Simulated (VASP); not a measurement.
A run of VASP 6.6.1:

Contents of INCAR:

```
PREC = Accurate
ENCUT = 520
EDIFF = 1E-7
ISMEAR = 0
SIGMA = 0.1
LREAL = False
LASPH = True
NELM = 100
ALGO = Fast
ISIF = 2
LWAVE = False
LCHARG = False
GGA = PE
NBANDS = 18
```

Contents of KPOINTS:

```
Automatic mesh
0
Gamma
  18 18 10
```

File POSCAR:

```
Au
1.0
    2.8905138966      0.0000000000      0.0000000000
   -1.4452569483      2.5032584645      0.0000000000
    0.0000000000      0.0000000000      4.8305294349
Au
2
Direct
    0.3333333333      0.6666666667      0.7500000000
    0.6666666667      0.3333333333      0.2500000000
```

Potentials or basis: VASP PAW PBE potentials, release 64 (Au).

Run with:

```sh
$ cat potpaw_PBE.64/Au/POTCAR > POTCAR
$ mpirun -np 1 vasp_std > vasp.out
```

Hardware: 1 thread of Intel(R) Xeon(R) 6975P-C (Granite Rapids), on a shared host.

Question: How long does it take, and how much memory?

Answer: Wall time 50 s on 1 thread of Intel(R) Xeon(R) 6975P-C (Granite Rapids), with other jobs on the host, peak memory 0.23 GiB. Counts: scf iterations 13, k points 222.
